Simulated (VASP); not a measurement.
Sc5Al: single point with PBE

Sc5Al:

```
Sc Al
1.0
     5.46818    0.00000    0.00000
    -2.73409    4.73558    0.00000
     0.00000    0.00000    4.97755
Sc Al
5 1
Direct
  0.00000 0.68524 0.00000
  0.68524 0.00000 0.00000
  0.31476 0.31476 0.00000
  0.33333 0.66667 0.50000
  0.66667 0.33333 0.50000
  0.00000 0.00000 0.50000
```

```yaml
Program: VASP 6.6.1
Task: single point
Functional: PBE
Potentials_or_basis: VASP PAW PBE potentials, release 64 (Sc_sv, Al)
Cutoff: 520 eV
k_mesh: 12 × 12 × 8
Occupations: gaussian, width 0.1 eV
Spin: no spin polarisation
```

```json
{
  "Pressure": "4.1 GPa",
  "Largest force": "0.007 eV/Å",
  "Band gap on the k mesh": "zero (bands 29 and 30 overlap by 0.54 eV)"
}
```

Forces on the atoms (eV/Å):
```
Sc   0.004 -0.006  0.000
Sc  -0.007  0.000  0.000
Sc   0.004  0.006  0.000
Sc   0.000  0.000  0.000
Sc   0.000  0.000  0.000
Al   0.000  0.000  0.000
```

Levels at points of the mesh, in eV from the Fermi level:
```csv
k point,band 27,band 28,band 29,band 30,band 31,band 32
"(0.00, 0.00, 0.00)",-0.47,-0.42,-0.42,-0.21,-0.21,0.88
"(0.50, 0.00, 0.00)",-0.67,-0.41,-0.01,0.00,0.05,0.74
"(0.00, 0.00, 0.50)",-0.34,-0.22,0.13,0.43,0.43,0.43
"(0.50, 0.00, 0.50)",-0.43,0.02,0.20,0.36,0.50,0.81
```

Wall time 14 min on 1 thread of Intel Xeon 8259CL (shared host), peak memory 0.5 GiB.

Caveat: the cell stands under pressure.
